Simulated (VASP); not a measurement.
# LaRe (Pm-3m) in VASP: single point with PBEsol

Aim: the single point of LaRe with PBEsol.

Program: VASP 6.6.1. These are calculated values, not measurements. Logs are shortened: lines on timing, memory, paths and dates and some standing lists are left out, and cuts for length are marked.

## 1. The cell of the first run

It takes space group Pm-3m (No. 221, cubic). Conventional cell: a = 3.545 Å, b = 3.545 Å, c = 3.545 Å, α = 90.00°, β = 90.00°, γ = 90.00°. La (site symmetry m-3m) has 8 Re at 3.07 Å and 6 La at 3.54 Å within 4.0 Å. Re (site symmetry m-3m) has 8 La at 3.07 Å and 6 Re at 3.54 Å within 4.0 Å.

## 2. Single point, PBEsol (22.27 Å³/atom)

Contents of INCAR:

```
SYSTEM = LaRe
PREC     = Accurate       ! precision mode
ENCUT    = 500            ! plane-wave cutoff, eV
EDIFF    = 1E-6           ! SCF threshold, eV
ISMEAR   = 0              ! smearing method
SIGMA    = 0.05           ! smearing width, eV
LREAL    = .FALSE.        ! projectors in reciprocal space
LASPH    = .TRUE.         ! aspherical terms in the spheres
NELM     = 300            ! most SCF steps
ALGO     = All            ! electronic algorithm
ISIF     = 2              ! what is computed and relaxed
LWAVE    = .FALSE.        ! write WAVECAR
LCHARG   = .FALSE.        ! write CHGCAR
GGA      = PS             ! functional
NBANDS   = 16             ! bands
GGA_COMPAT= .FALSE.      
LMAXMIX  = 6              ! l up to which the mixer works
ISEARCH  = 1            
KPAR     = 4
```

Contents of KPOINTS:

```
regular mesh
0
G
  8 8 8
  0 0 0
```

Contents of POSCAR:

```
LaRe
1.0
    3.5447766951      0.0000000000      0.0000000000
    0.0000000000      3.5447766951      0.0000000000
    0.0000000000      0.0000000000      3.5447766951
La Re
1 1
Direct
    0.0000000000      0.0000000000      0.0000000000
    0.5000000000      0.5000000000      0.5000000000
```

Potentials or basis: VASP PAW PBE potentials, release 64 (La, Re).

Run with:

```sh
$ cat potpaw_PBE.64/La/POTCAR potpaw_PBE.64/Re/POTCAR > POTCAR
$ mpirun -np 4 vasp_std > vasp.out
```

OUTCAR:

```text
SYSTEM = LaRe
   PREC = Accurate
   ENCUT = 500
   EDIFF = 1E-6
   ISMEAR = 0
   LREAL = .FALSE.
   LASPH = .TRUE.
   NELM = 300
   ISIF = 2
   GGA = PS

 ion  position               nearest neighbor table
   1  0.000  0.000  0.000-   2 3.07   2 3.07   2 3.07   2 3.07   2 3.07   2 3.07   2 3.07   2 3.07

   2  0.500  0.500  0.500-   1 3.07   1 3.07   1 3.07   1 3.07   1 3.07   1 3.07   1 3.07   1 3.07

  LATTYP: Found a simple cubic cell.
 ALAT       =     3.5447766951

  Lattice vectors:

 A1 = (   3.5447766951,   0.0000000000,   0.0000000000)
 A2 = (   0.0000000000,   3.5447766951,   0.0000000000)
 A3 = (   0.0000000000,   0.0000000000,   3.5447766951)

Analysis of symmetry for initial positions (statically):
=====================================================================
 Subroutine PRICEL returns:
 Original cell was already a primitive cell.

 Routine SETGRP: Setting up the symmetry group for a
 simple cubic supercell.

 Subroutine GETGRP returns: Found 48 space group operations
 (whereof 48 operations were pure point group operations)
 out of a pool of 48 trial point group operations.

The static configuration has the point symmetry O_h .

Analysis of symmetry for dynamics (positions and initial velocities):
=====================================================================
 Subroutine PRICEL returns:
 Original cell was already a primitive cell.

 Routine SETGRP: Setting up the symmetry group for a
 simple cubic supercell.

 Subroutine GETGRP returns: Found 48 space group operations
 (whereof 48 operations were pure point group operations)
 out of a pool of 48 trial point group operations.

The dynamic configuration has the point symmetry O_h .

 Subroutine INISYM returns: Found 48 space group operations
 (whereof 48 operations are pure point group operations),
 and found     1 'primitive' translations

----------------------------------------------------------------------------------------

                                     Primitive cell

  volume of cell :      44.5417

  direct lattice vectors                    reciprocal lattice vectors
     3.544776695  0.000000000  0.000000000     0.282105217  0.000000000  0.000000000
     0.000000000  3.544776695  0.000000000     0.000000000  0.282105217  0.000000000
     0.000000000  0.000000000  3.544776695     0.000000000  0.000000000  0.282105217

  length of vectors
     3.544776695  3.544776695  3.544776695     0.282105217  0.282105217  0.282105217

  position of ions in fractional coordinates (direct lattice)
     0.000000000  0.000000000  0.000000000
     0.500000000  0.500000000  0.500000000

  ion indices of the primitive-cell ions
   primitive index   ion index
                 1           1
                 2           2

----------------------------------------------------------------------------------------

 KPOINTS: regular mesh

Automatic generation of k-mesh.
 Grid dimensions read from file:
 generate k-points for:    8    8    8

 Generating k-lattice:

  Cartesian coordinates                     Fractional coordinates (reciprocal lattice)
     0.035263152  0.000000000  0.000000000     0.125000000  0.000000000  0.000000000
     0.000000000  0.035263152  0.000000000     0.000000000  0.125000000  0.000000000
     0.000000000  0.000000000  0.035263152     0.000000000  0.000000000  0.125000000

  Length of vectors
     0.035263152  0.035263152  0.035263152

  Shift w.r.t. Gamma in fractional coordinates (k-lattice)
     0.000000000  0.000000000  0.000000000

 Subroutine IBZKPT returns following result:
 ===========================================

 Found     35 irreducible k-points:

 Following reciprocal coordinates:
            Coordinates               Weight
  0.000000  0.000000  0.000000      1.000000
  0.125000  0.000000  0.000000      6.000000
  0.250000  0.000000  0.000000      6.000000
  0.375000  0.000000  0.000000      6.000000
  0.500000  0.000000  0.000000      3.000000
  0.125000  0.125000  0.000000     12.000000
[... 16 lines left out ...]
  0.375000  0.375000  0.125000     24.000000
  0.500000  0.375000  0.125000     24.000000
 [... further k-points ...]
   k-points           NKPTS =     35   k-points in BZ     NKDIM =     35   number of bands    NBANDS=     16
   number of dos      NEDOS =    301   number of ions     NIONS =      2
   total plane-waves  NPLWV =  21952
   dimension x,y,z NGX =    28 NGY =   28 NGZ =   28
   dimension x,y,z NGXF=    56 NGYF=   56 NGZF=   56
   ions per type =               1   1
   NGX,Y,Z   is equivalent  to a cutoff of  13.13, 13.13, 13.13 a.u.
   NGXF,Y,Z  is equivalent  to a cutoff of  26.26, 26.26, 26.26 a.u.
 SYSTEM =  LaRe
   PREC   = accura    normal or accurate (medium, high low for compatibility)
   ISTART =      0    job   : 0-new  1-cont  2-samecut
   ICHARG =      2    charge: 1-file 2-atom 10-const
   ISPIN  =      1    spin polarized calculation?
   LNONCOLLINEAR =      F non collinear calculations
   LSORBIT =      F    spin-orbit coupling
   LASPH  =      T    aspherical Exc in radial PAW
   ENCUT  =  500.0 eV  36.75 Ry    6.06 a.u.   6.46  6.46  6.46*2*pi/ulx,y,z
   NELM   =    300;   NELMIN=  2; NELMDL= -5     # of ELM steps
   EDIFF  = 0.1E-05   stopping-criterion for ELM
   LREAL  =      F    real-space projection
   EDIFFG = 0.1E-04   stopping-criterion for IOM
   NSW    =      0    number of steps for IOM
   IBRION =     -1    ionic relax: 0-MD 1-quasi-New 2-CG
   NFREE  =      0    steps in history (QN), initial steepest desc. (CG)
   ISIF   =      2    stress and relaxation
   ISYM   =      2    0-nonsym 1-usesym 2-fastsym
   POTIM  = 0.5000    time-step for ionic-motion
   TEBEG  =    0.0;   TEEND  =   0.0 temperature during run
   PSTRESS=    0.0 pullay stress
   NELECT =      18.0000    total number of electrons
   NUPDOWN=      -1.0000    fix difference up-down
   EMIN   =  10.00;   EMAX   =-10.00  energy-range for DOS
   EFERMI =   0.00;   METHOD = LEGACY
   ISMEAR =     0;   SIGMA  =   0.05  broadening in eV -4-tet -1-fermi 0-gaus
   EFERMI_NEDOS =   21; number of points for ismear=-14 and -15
   IALGO  =     58    algorithm
   IMIX   =      4    mixing-type and parameters
     AMIX     =   0.40;   BMIX     =  1.00
     AMIX_MAG =   1.60;   BMIX_MAG =  1.00
  volume/ion in A,a.u.               =      22.27       150.29
  Fermi-wavevector in a.u.,A,eV,Ry     =   1.210348  2.287225 19.931737  1.464941
  Thomas-Fermi vector in A             =   2.345897
   LORBIT       =      0    0 simple, 1 ext, 2 COOP (PROOUT), +10 PAW based schemes
   GGA     = PS    functional components
   LHFCALC =     F    Hartree Fock is set to
   AEXX    =    0.0000 exact exchange contribution
   IVDW    =     0    specifies the selected vdW correction
   LEPSILON=     F    determine dielectric tensor
   LRPA    =     F    only Hartree local field effects (RPA)
 non-spin polarized calculation
 Gauss-broadening in eV      SIGMA  =   0.05
  energy-cutoff  :      500.00
  volume of cell :       44.54
 maximum number of plane-waves:      1145
 NGX is ok and might be reduce to    28
   NGX = 13   NGY = 13   NGZ = 13

 number of electron      17.9999999 magnetization

 Free energy of the ion-electron system (eV)
  ---------------------------------------------------
  ext. energy  EPLUGINS =         0.00000000
  ---------------------------------------------------
  free energy    TOTEN  =       -17.00352679 eV

  energy without entropy =      -16.99715221  energy(sigma->0) =      -17.00033950

 E-fermi :   8.4566     XC(G=0): -11.7552

 val. band max:        8.4543020767   @ k =   0.2500   0.2500   0.0000
 cond. band min:       8.4810138404   @ k =   0.3750   0.1250   0.0000
 fundamental gap:      0.0267117637
 Fermi energy:         8.4565575379

 k-point     1 :       0.0000    0.0000    0.0000
  band No.  band energies     occupation
      1     -22.7878      2.00000
      2      -6.0477      2.00000
      3      -6.0477      2.00000
      4      -6.0477      2.00000
      5       3.3944      2.00000
      6       5.0831      2.00000
[... 8 lines left out ...]
     15      12.1860      0.00000
     16      12.1999      0.00000

 k-point     2 :       0.1250    0.0000    0.0000
  band No.  band energies     occupation
      1     -22.7651      2.00000
      2      -6.3137      2.00000
      3      -6.0393      2.00000
      4      -6.0393      2.00000
      5       3.7867      2.00000
      6       5.2093      2.00000
[... 8 lines left out ...]
     15      12.1885      0.00000
     16      12.1974      0.00000

 k-point     3 :       0.2500    0.0000    0.0000
  band No.  band energies     occupation
      1     -22.7096      2.00000
      2      -6.8909      2.00000
      3      -6.0191      2.00000
      4      -6.0191      2.00000
      5       4.7707      2.00000
      6       5.5654      2.00000
[... 8 lines left out ...]
     15      12.3871      0.00000
     16      12.3905      0.00000

 k-point     4 :       0.3750    0.0000    0.0000
  band No.  band energies     occupation
      1     -22.6528      2.00000
      2      -7.4004      2.00000
      3      -5.9990      2.00000
      4      -5.9990      2.00000
      5       6.0374      2.00000
      6       6.0490      2.00000
[... 8 lines left out ...]
     15      12.5564      0.00000
     16      12.5615      0.00000

 k-point     5 :       0.5000    0.0000    0.0000
  band No.  band energies     occupation
      1     -22.6290      2.00000
      2      -7.5964      2.00000
      3      -5.9906      2.00000
      4      -5.9906      2.00000
      5       6.3290      2.00000
      6       6.9267      2.00000
[... 8 lines left out ...]
     15      12.6099      0.00000
     16      12.6120      0.00000

 k-point     6 :       0.1250    0.1250    0.0000
  band No.  band energies     occupation
      1     -22.7432      2.00000
      2      -6.3460      2.00000
      3      -6.2432      2.00000
      4      -6.0279      2.00000
      5       4.1314      2.00000
      6       5.4186      2.00000
[... 8 lines left out ...]
     15      12.2343      0.00000
     16      12.2472      0.00000
[... 267 lines left out ...]
 k-point    21 :       0.3750    0.2500    0.1250
  band No.  band energies     occupation
      1     -22.5726      2.00000
      2      -7.1904      2.00000
      3      -6.6396      2.00000
      4      -6.1203      2.00000
      5       5.4878      2.00000
      6       6.6221      2.00000
[... 8 lines left out ...]
     15      12.5185      0.00000
     16      12.6411      0.00000

 k-point    22 :       0.5000    0.2500    0.1250
  band No.  band energies     occupation
      1     -22.5520      2.00000
      2      -7.3626      2.00000
      3      -6.6084      2.00000
      4      -6.0967      2.00000
      5       5.4099      2.00000
      6       6.6691      2.00000
[... 8 lines left out ...]
     15      12.5966      0.00000
     16      12.6303      0.00000

 k-point    23 :       0.3750    0.3750    0.1250
  band No.  band energies     occupation
      1     -22.5276      2.00000
      2      -7.1006      2.00000
      3      -7.0322      2.00000
      4      -6.0603      2.00000
      5       4.9278      2.00000
      6       6.5311      2.00000
[... 8 lines left out ...]
     15      12.3247      0.00000
     16      12.6123      0.00000

 k-point    24 :       0.5000    0.3750    0.1250
  band No.  band energies     occupation
      1     -22.5087      2.00000
      2      -7.2316      2.00000
      3      -7.0160      2.00000
      4      -6.0345      2.00000
      5       4.7035      2.00000
      6       6.4356      2.00000
[... 8 lines left out ...]
     15      12.5164      0.00000
     16      12.6755      0.00000

 [... further k-points ...]

------------------------ aborting loop because EDIFF is reached ----------------------------------------

  FORCE on cell =-STRESS in cart. coord.  units (eV):
  Direction    XX          YY          ZZ          XY          YZ          ZX
  --------------------------------------------------------------------------------------
  -------------------------------------------------------------------------------------
  Total       -0.5874540     -0.5874540     -0.5874540      0.0000000      0.0000000      0.0000000
  in kB      -21.1308896    -21.1308896    -21.1308896      0.0000000      0.0000000      0.0000000
  external PRESSURE =     -21.1308896 kB  Pullay stress =       0.0000000 kB

 VOLUME and BASIS-vectors are now :
 -----------------------------------------------------------------------------
  energy-cutoff  :      500.00
  volume of cell :       44.54
      direct lattice vectors                 reciprocal lattice vectors
     3.544776695  0.000000000  0.000000000     0.282105217  0.000000000  0.000000000
     0.000000000  3.544776695  0.000000000     0.000000000  0.282105217  0.000000000
     0.000000000  0.000000000  3.544776695     0.000000000  0.000000000  0.282105217

 POSITION                                       TOTAL-FORCE (eV/Angst)
 -----------------------------------------------------------------------------------
      0.00000      0.00000      0.00000         0.000000      0.000000      0.000000
      1.77239      1.77239      1.77239         0.000000      0.000000      0.000000
 -----------------------------------------------------------------------------------
    total drift:                                0.000000      0.000000      0.000000

  FREE ENERGIE OF THE ION-ELECTRON SYSTEM (eV)
  ---------------------------------------------------
  free  energy   TOTEN  =       -17.0035267868 eV

  energy  without entropy=      -16.9971531258  energy(sigma->0) =      -17.00033996
```

Run time: 25 s. Hardware: 4 MPI ranks of Intel Xeon 6975P-C (Granite Rapids), shared host; peak memory 0.18 GiB.

What came out:

```
Free energy            : -17.0035 eV
Pressure               : -2.1 GPa
Band gap on the k mesh : zero (bands 9 and 10 overlap by 2.07 eV)
```

Levels at points of the mesh, in eV from the Fermi level:
```csv
k point,band 5,band 6,band 7,band 8,band 9,band 10,band 11,band 12,band 13,band 14
"(0.00, 0.00, 0.00)",-5.06,-3.37,-3.37,-0.10,-0.10,-0.10,3.62,3.62,3.62,3.73
"(0.50, 0.00, 0.00)",-2.13,-1.53,-1.14,-0.07,-0.07,0.16,0.54,1.43,2.70,2.70
"(0.50, 0.50, 0.00)",-4.31,-2.48,-1.60,-1.60,1.45,1.53,2.63,2.63,3.68,3.71
"(0.50, 0.50, 0.50)",-1.00,-1.00,-1.00,-0.01,-0.01,-0.01,1.41,1.62,1.66,3.79
```

Caveat: the PAW data sets were made with another functional, which shifts forces and pressure a little; spin-orbit coupling is left out, which moves the levels of the heavy elements.

The gap in the log of VASP goes by the Fermi energy; the results here count the filled bands.